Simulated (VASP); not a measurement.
Input of a VASP 6.6.1 run:

The input INCAR:

```
PREC = Accurate
ENCUT = 520
EDIFF = 1E-6
ISMEAR = 0
SIGMA = 0.1
LREAL = F
LASPH = T
NELM = 80
ALGO = Normal
ISIF = 2
LWAVE = F
LCHARG = F
GGA = PE
NBANDS = 43
```

The input KPOINTS:

```
regular mesh
0
Gamma
  4 4 1
```

POSCAR

```
NaHgI2
1.0
    3.8418977400      0.0000000000      0.0000000000
    0.0000000000      3.8418977400      0.0000000000
    0.0000000000      0.0000000000     15.3675909700
Na Hg I
2 2 4
Direct
    0.0000000000      0.0000000000      0.8750000000
    0.0000000000      0.0000000000      0.1250000000
    0.0000000000      0.0000000000      0.3750000000
    0.0000000000      0.0000000000      0.6250000000
    0.5000000000      0.5000000000      0.0000000000
    0.5000000000      0.5000000000      0.2500000000
    0.5000000000      0.5000000000      0.5000000000
    0.5000000000      0.5000000000      0.7500000000
```

Potentials or basis: VASP PAW PBE potentials, release 64 (Na_pv, Hg, I).

The run is started by

```sh
$ cat potpaw_PBE.64/Na_pv/POTCAR potpaw_PBE.64/Hg/POTCAR potpaw_PBE.64/I/POTCAR > POTCAR
$ mpirun -np 1 vasp_std > vasp.out
```

Task: Estimate the largest force.

Result: 0.131 eV/Å.

Task: Estimate the band gap on the k mesh.

Result: Zero (band 33 reaches 4.20 eV, above the bottom of band 34 at 3.44 eV).

Stress tensor (GPa, compression positive):
```
4.97 0.00 0.00
0.00 4.97 0.00
0.00 0.00 4.41
```

Caveat: the k points lie up to 0.41 Å⁻¹ apart; spin-orbit coupling is left out, which moves the levels of the heavy elements.
